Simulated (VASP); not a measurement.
Write the native input for VASP 6.6.1 that does the following.

| Item | Value |
| --- | --- |
| Task | single point |
| Functional | PBE |
| Dispersion | D3(BJ) |
| Potentials or basis | VASP PAW PBE potentials, release 64 (Mg, O, C) |
| Cutoff | 520 eV |
| k mesh | 6 × 6 × 1 |
| Occupations | gaussian, width 0.1 eV |
| Spin | no spin polarisation |
| Dipole correction | yes |
| Further INCAR settings | LREAL = Auto; ALGO = Fast; EDIFF = 1e-07; NBANDS = 36 |

The structure of Mg16CO lies in POSCAR:

```
Mg16CO
1.0
    6.3015062463      0.0000000000      0.0000000000
   -3.1507531232      5.4572644914      0.0000000000
    0.0000000000      0.0000000000     26.3584034914
Mg O C
16 1 1
Direct
    0.3333333333      0.1666666667      0.1517542594
    0.3333333333      0.6666666667      0.1517542594
    0.8333333333      0.1666666667      0.1517542594
    0.8333333333      0.6666666667      0.1517542594
    0.1666666667      0.3333333333      0.2475244132
    0.1666666667      0.8333333333      0.2475244132
    0.6666666667      0.3333333333      0.2475244132
    0.6666666667      0.8333333333      0.2475244132
    0.3333333333      0.1666666667      0.3421844648
    0.3333333333      0.6666666667      0.3421844648
    0.8333333333      0.1666666667      0.3421844648
    0.8333333333      0.6666666667      0.3421844648
    0.1666666667      0.3333333333      0.4404061686
    0.1666666667      0.8333333333      0.4404061686
    0.6666666667      0.3333333333      0.4404061686
    0.6666666667      0.8333333333      0.4404061686
    0.3333333333      0.4166666667      0.5769850020
    0.3333333333      0.4166666667      0.6206143516
```

One way to write it, as run:

INCAR

```
SYSTEM = Mg16CO
PREC = Accurate
ENCUT = 520
EDIFF = 1E-7
ISMEAR = 0
SIGMA = 0.1
LREAL = Auto
LASPH = .TRUE.
NELM = 60
ALGO = Fast
ISIF = 2
LWAVE = .FALSE.
LCHARG = .FALSE.
LDIPOL = .TRUE.
IDIPOL = 3
DIPOL = 0.5 0.5 0.329
GGA = PE
IVDW = 12
NBANDS = 36
```

KPOINTS

```
Automatic mesh
0
G
  6 6 1
  0 0 0
```

Potentials or basis: VASP PAW PBE potentials, release 64 (Mg, O, C).

Run with:

```bash
$ cat potpaw_PBE.64/Mg/POTCAR potpaw_PBE.64/O/POTCAR potpaw_PBE.64/C/POTCAR > POTCAR
$ mpirun -np 1 vasp_std > vasp.out
```

Results of the run:

```json
{
  "Largest force": "0.707 eV/Å",
  "Band gap on the k mesh": "zero (bands 21 and 22 overlap by 1.37 eV)",
  "Dispersion energy per atom": "-0.211 eV"
}
```

It took 22 min on 1 thread of Oxide Virtual Turin-like Processor, with other jobs on the host, peak memory 0.97 GiB.
